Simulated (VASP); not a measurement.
Wanted: the native input for a VASP 6.6.1 run.

```yaml
Task: single point
Functional: PBE
Potentials_or_basis: VASP PAW PBE potentials, release 64 (O, C, S)
Cutoff: 520 eV
k_mesh: 1 × 1 × 1
Occupations: fermi-dirac, width 0.02 eV
Spin: no spin polarisation
Dipole_correction: no
Further_INCAR_settings: LREAL = Auto; ALGO = Normal; EDIFF = 1e-07; NBANDS = 63
```

The structure of CSO lies in POSCAR:

```
CSO
1.0
    7.6528630000      0.0000000000      0.0000000000
    0.0000000000      7.6528630000      0.0000000000
    0.0000000000      0.0000000000      7.6528630000
O C S
6 6 6
Direct
    0.5732495146      0.7883846869      0.0218480326
    0.7738149762      0.1121671719     -0.0122176498
    0.5502646526      0.0560705190      0.6367290255
    0.7461651933      0.3458444245      0.3997458206
    0.4850210960      0.4073377506      1.0149142876
    0.8505052292      0.7633483051      0.6756817677
    0.6238449584      0.8052019225      0.1674928716
    0.8981997979      0.0480081768      0.0582004408
    0.4129173618     -0.0027702051      0.6349519128
    0.8966970923      0.3573564560      0.4348045954
    0.4727773122      0.4420959842      0.8675315369
    0.8779720740      0.6617262063      0.7918213092
    0.6752374896      0.8233650596      0.3651574581
    1.0828104462     -0.0130408711      0.1370075487
    0.2083272626     -0.0436176631      0.6125550660
    1.1013917275      0.3654318652      0.4602983223
    0.4826690351      0.4483028116      0.6562249971
    0.8857730760      0.5096393337      0.9451756813
```

The input as run:

INCAR

```
ALGO = Normal ; EDIFF = 1E-7
ENCUT = 520 ; GGA = PE
ISIF = 2 ; ISMEAR = -1
LASPH = True ; LCHARG = False
LREAL = Auto ; LWAVE = False
NBANDS = 63 ; NELM = 100
PREC = Accurate ; SIGMA = 0.02
```

KPOINTS

```
k-points
0
Gamma
  1 1 1
```

Potentials or basis: VASP PAW PBE potentials, release 64 (O, C, S).

Command:

```sh
$ cat potpaw_PBE.64/O/POTCAR potpaw_PBE.64/C/POTCAR potpaw_PBE.64/S/POTCAR > POTCAR
$ mpirun -np 1 vasp_gam > vasp.out
```

It gave:

```
Pressure               : -1.0 GPa
Largest force          : 4.947 eV/Å
Band gap on the k mesh : 3.82 eV
```

Caveat: the k points lie up to 0.82 Å⁻¹ apart.

Run time: 78 s on 1 thread of AMD EPYC 7R43 64-Core Processor (Zen 3) (shared host), peak memory 0.41 GiB.
